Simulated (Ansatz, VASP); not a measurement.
**One calculation of SiC, two programs**

The input INCAR:

```
SYSTEM = SiC
PREC = Accurate ; ENCUT = 520
EDIFF = 1E-6 ; ISMEAR = 0
SIGMA = 0.05 ; LREAL = .False.
LASPH = .True. ; NELM = 60
ALGO = Normal ; ISIF = 2
LWAVE = .False. ; LCHARG = .False.
GGA = PE ; NBANDS = 11
```

File KPOINTS:

```
Automatic mesh
0
Gamma
  18 18 18
  0 0 0
```

Contents of POSCAR:

```
SiC
1.0
    0.0000000000      1.9984084046      1.9984084046
    1.9984084046      0.0000000000      1.9984084046
    1.9984084046      1.9984084046      0.0000000000
Si C
1 1
Direct
    0.0000000000      0.0000000000      0.0000000000
    0.2500000000      0.2500000000      0.2500000000
```

Input for Ansatz:

```yaml
crystal:
  lattice:
    - [0.0, 1.9984084046, 1.9984084046]
    - [1.9984084046, 0.0, 1.9984084046]
    - [1.9984084046, 1.9984084046, 0.0]
  atoms:
    - { symbol: Si, position: [0.0, 0.0, 0.0] }
    - { symbol: C, position: [0.25, 0.25, 0.25] }
basis:
  ecutwfc: 420
  ecutrho_ratio: 4
kpoints:
  mp_grid: { grid: [18, 18, 18] }
hamiltonian:
  xc: pbe
scf:
  occupations: { method: gaussian, width: 0.05 }
output:
  forces: true
  stress: true
  eigenvalues: true
```

Alike in both runs: task single point; functional PBE; k mesh 18 × 18 × 18; occupations gaussian, width 0.05 eV; no spin polarisation.

|  | VASP | Ansatz |
| --- | --- | --- |
| version | VASP 6.6.1 | Ansatz 0.2.0 |
| potentials or method | VASP PAW PBE potentials, release 64 (Si, C), cutoff 520 eV | scalar-relativistic, plane waves, PAW |
| valence electrons in the cell | 8 | 8 |

```tsv
	VASP	Ansatz	Ansatz less VASP
gap on the k mesh at the Fermi level (eV)	1.07	1.08	+0.006
least direct gap on the mesh (eV)	4.74	4.76	+0.015
```
